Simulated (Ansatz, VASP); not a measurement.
# Al: VASP beside Ansatz

Contents of INCAR:

```
PREC = Accurate
ENCUT = 500
EDIFF = 1E-6
ISMEAR = -1
SIGMA = 0.05
LREAL = F
LASPH = T
NELM = 120
ALGO = Normal
ISIF = 2
LWAVE = F
LCHARG = F
GGA = PE
NBANDS = 8
GGA_COMPAT = F
```

KPOINTS

```
Automatic mesh
0
Gamma
  12 12 12
```

Contents of POSCAR:

```
Al
1.0
   -1.6017568692      1.6017568692      1.6017568692
    1.6017568692     -1.6017568692      1.6017568692
    1.6017568692      1.6017568692     -1.6017568692
Al
1
Direct
    0.0000000000      0.0000000000      0.0000000000
```

input.yaml

```yaml
crystal:
  lattice:
    - [-1.6017568692, 1.6017568692, 1.6017568692]
    - [1.6017568692, -1.6017568692, 1.6017568692]
    - [1.6017568692, 1.6017568692, -1.6017568692]
  atoms:
    - { symbol: Al, position: [0.0, 0.0, 0.0] }
hamiltonian:
  xc: pbe
  pseudopotentials: { kind: paw, azcp: { folder: soft_1 } }
kpoints:
  mp_grid: { grid: [12, 12, 12] }
scf:
  occupations: { method: fermi_dirac, width: 0.05 }
output:
  forces: true
  stress: true
  eigenvalues: true
```

Alike in both runs: task single point; functional PBE; k mesh 12 × 12 × 12; occupations fermi-dirac, width 0.05 eV; no spin polarisation.

|  | VASP | Ansatz |
| --- | --- | --- |
| version | VASP 6.6.1 | Ansatz 0.2.0 |
| potentials or method | VASP PAW PBE potentials, release 64 (Al) | Ansatz PAW soft_1 |
| plane-wave cutoff (eV) | 500 | 420 |
| valence electrons in the cell | 3 | 3 |

```csv
,VASP,Ansatz,Ansatz less VASP
gap on the k mesh at the Fermi level (eV),none,none,-
pressure (GPa),2.2,2.2,0.00
```

A gap of «none» marks a metal or a gap that the smearing closes. With one functional, cell and mesh, what is left measures potentials, basis and numerics.
